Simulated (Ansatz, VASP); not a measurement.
## Two plane-wave programs on B8P9

```xyz
17
Lattice="0.0000 4.5482 -4.5482 4.5482 4.5482 0.0000 4.5482 0.0000 -4.5482" Properties=species:S:1:pos:R:3 pbc="T T T"
B     2.2741    4.5104   -2.2741
B     0.0378    2.2741   -2.2741
B     2.2741    6.8223   -4.5859
B     0.0000    4.5482   -4.5482
B     4.5482    4.5482   -4.5482
B     2.2741    2.2741   -4.5104
B     4.5104    6.8223   -6.8223
B     2.2741    4.5859   -6.8223
P     3.4126    3.4126   -3.4126
P     5.6838    5.6838   -3.4126
P     3.4126    5.6838   -5.6838
P     5.5964    8.0482   -5.5964
P     5.6838    3.4126   -5.6838
P     8.0482    5.5964   -5.5964
P     5.5964    5.5964   -8.0482
P     8.0482    8.0482   -8.0482
P     6.8223    6.8223   -6.8223
```

Alike in both runs: functional PBE; k mesh 4 × 4 × 4; occupations gaussian, width 0.01 eV; collinear spin.

Ansatz relaxed the structure, and its values are those at the end. VASP's run is a single point on that final structure, the one shown.

|  | VASP | Ansatz |
| --- | --- | --- |
| version | VASP 6.6.1 | Ansatz 0.2.0 |
| potentials or method | VASP PAW PBE potentials, release 64 (B, P), cutoff 520 eV | scalar-relativistic, plane waves, PAW |
| valence electrons in the cell | 69 | 69 |

Ansatz gave:

| Item | Value |
| --- | --- |
| gap on the k mesh at the Fermi level (eV) | none |
| rms of the force components (eV/Å) | 0.012 |
| net moment per atom (μB) | 0.00 |

Task: Which values does VASP return?

Result: gap on the k mesh at the Fermi level (eV): none; rms of the force components (eV/Å): 0.014; net moment per atom (μB): 0.00.

A gap of «none» marks a metal or a gap that the smearing closes. Ansatz's warnings: filled band counts differ across k points, seeded moment not kept.
